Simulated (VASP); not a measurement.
Input of a VASP 6.6.1 run:

Contents of INCAR:

```
SYSTEM = Tc
ALGO     = Normal         ! electronic algorithm
EDIFF    = 1E-7           ! SCF threshold, eV
ENCUT    = 520            ! plane-wave cutoff, eV
GGA      = PE             ! functional
ISIF     = 2              ! what is computed and relaxed
ISMEAR   = -1             ! smearing method
LASPH    = .TRUE.         ! aspherical terms in the spheres
LCHARG   = .TRUE.         ! write CHGCAR
LDAU     = .TRUE.         ! DFT+U
LDAUJ    = 0            
LDAUL    = 2              ! shell
LDAUPRINT= 1            
LDAUTYPE = 2            
LDAUU    = 3              ! U, eV
LELF     = .TRUE.         ! ELF
LMAXMIX  = 4              ! l up to which the mixer works
LREAL    = .FALSE.        ! projectors in reciprocal space
LVHAR    = .TRUE.       
LWAVE    = .FALSE.        ! write WAVECAR
NBANDS   = 12             ! bands
NELM     = 150            ! most SCF steps
PREC     = Accurate       ! precision mode
SIGMA    = 0.03           ! smearing width, eV
```

File KPOINTS:

```
k-points
0
G
  18 18 18
  0 0 0
```

Contents of POSCAR:

```
Tc
1.0
    0.0000000000      1.9500000000      1.9500000000
    1.9500000000      0.0000000000      1.9500000000
    1.9500000000      1.9500000000      0.0000000000
Tc
1
Direct
    0.0000000000      0.0000000000      0.0000000000
```

Potentials or basis: VASP PAW PBE potentials, release 64 (Tc_pv).

Run with:

```sh
$ cat potpaw_PBE.64/Tc_pv/POTCAR > POTCAR
$ mpirun -np 1 vasp_std > vasp.out
```

(1) Predict the pressure.

## Answers

(1) -7.3 GPa.

Caveat: U without spin polarisation on a metal has little footing; the U is typed as a test and isn't derived for this compound.
